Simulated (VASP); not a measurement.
C8N, 9 atoms in the cell. The cell holds a wire or tube with vacuum around it, 9 atoms: a = 2.459 Å, b = 8.870 Å, c = 25.886 Å, α = 90.00°, β = 90.00°, γ = 97.97°. 

- Program: VASP 6.6.1
- Task: relaxation of the atoms
- Functional: PBEsol
- Potentials or basis: VASP PAW PBE potentials, release 64 (C, N)
- Cutoff: 520 eV
- k mesh: 12 × 4 × 1
- Occupations: gaussian, width 0.1 eV
- Spin: no spin polarisation
- Dipole correction: yes
- Atoms held fixed (from 0): [0, 1, 2, 3]
- Further INCAR settings: ALGO = Normal; EDIFF = 1e-07; ISYM = 0; NELMDL = -8; IBRION = 2; EDIFFG = -0.03; NSW = 90

Potentials or basis: VASP PAW PBE potentials, release 64 (C, N).

The run is started by

```console
$ cat potpaw_PBE.64/C/POTCAR potpaw_PBE.64/N/POTCAR > POTCAR
$ mpirun -np 4 vasp_std > vasp.out
```

Hardware: 4 MPI ranks on Intel(R) Xeon(R) Platinum 8488C (Sapphire Rapids), with other jobs on the host.

Estimate the wall time of this run.

It took 69 min on 4 MPI ranks on Intel(R) Xeon(R) Platinum 8488C (Sapphire Rapids), on a shared host, peak memory 0.77 GiB a rank. Counts: scf iterations 399, k points 26, ion steps 25.
